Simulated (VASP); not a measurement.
Crystal: NiCl3.

```
Cl Ni
1.0
     3.12068    5.40518    0.00000
    -3.12068    5.40518    0.00000
     0.00000    0.00000    5.63230
Cl Ni
6 2
Direct
  0.31000 0.69000 0.25000
  0.31000 0.00000 0.75000
  0.00000 0.31000 0.25000
  0.69000 0.31000 0.75000
  0.69000 0.00000 0.25000
  0.00000 0.69000 0.75000
  0.00000 0.00000 0.00000
  0.00000 0.00000 0.50000
```

* Program: VASP 6.6.1
* Task: relaxation of cell and atoms
* Functional: LDA
* Potentials or basis: VASP PAW LDA potentials, release 64 (Cl, Ni)
* Cutoff: 600 eV
* k mesh: 4 × 4 × 3
* Occupations: fermi-dirac, width 0.1 eV
* Spin: no spin polarisation

At the start: pressure -9.4 GPa; volume 23.75 Å³/atom.

How do energy, volume and symmetry change on relaxing?

Over 15 steps the energy falls by 165.8 meV/atom and the volume is 19.11 Å³/atom (-19.5 %); space group P6_3/mcm (No. 193, to 0.1 Å) before and after.

The path:
| step | energy change (eV) | largest force (eV/Å) | pressure (GPa) | volume (Å³) |
| --- | --- | --- | --- | --- |
| 1 | 0.0000 | 1.6637 | -9.38 | 190.01 |
| 2 | -1.0321 | 1.1338 | 6.24 | 154.27 |
| 3 | -1.2604 | 0.0489 | -0.27 | 163.44 |
| 4 | -1.2604 | 0.1011 | 0.01 | 162.93 |
| 5 | -1.2788 | 0.1093 | -0.02 | 162.33 |
| 6 | -1.2997 | 0.1330 | -0.21 | 160.92 |
| 7 | -1.3006 | 0.1384 | -0.19 | 160.55 |
| 8 | -1.3092 | 0.0612 | -0.55 | 159.47 |
| 9 | -1.3161 | 0.1360 | -1.20 | 156.61 |
| 10 | -1.3183 | 0.1289 | -1.06 | 155.96 |
| 11 | -1.3229 | 0.1079 | -0.69 | 154.02 |
| 12 | -1.3212 | 0.0641 | 0.11 | 150.20 |
| 13 | -1.3240 | 0.0908 | -0.40 | 152.61 |
| 14 | -1.3249 | 0.0671 | -0.27 | 152.68 |
| 15 | -1.3261 | 0.0046 | 0.04 | 152.89 |

Final structure:
```
Cl Ni
1.0
     2.84030    4.91954    0.00000
    -2.84030    4.91954    0.00000
     0.00000    0.00000    5.47100
Cl Ni
6 2
Direct
  0.31134 0.68866 0.25000
  0.31134 0.00000 0.75000
  0.00000 0.31134 0.25000
  0.68866 0.31134 0.75000
  0.68866 0.00000 0.25000
  0.00000 0.68866 0.75000
  0.00000 0.00000 0.00000
  0.00000 0.00000 0.50000
```

Caveat: the k points lie up to 0.38 Å⁻¹ apart in the final cell; the volume moved by over 15 % at a fixed basis, so the end points are rough; the run has no spin polarisation, though such a crystal can be magnetic.
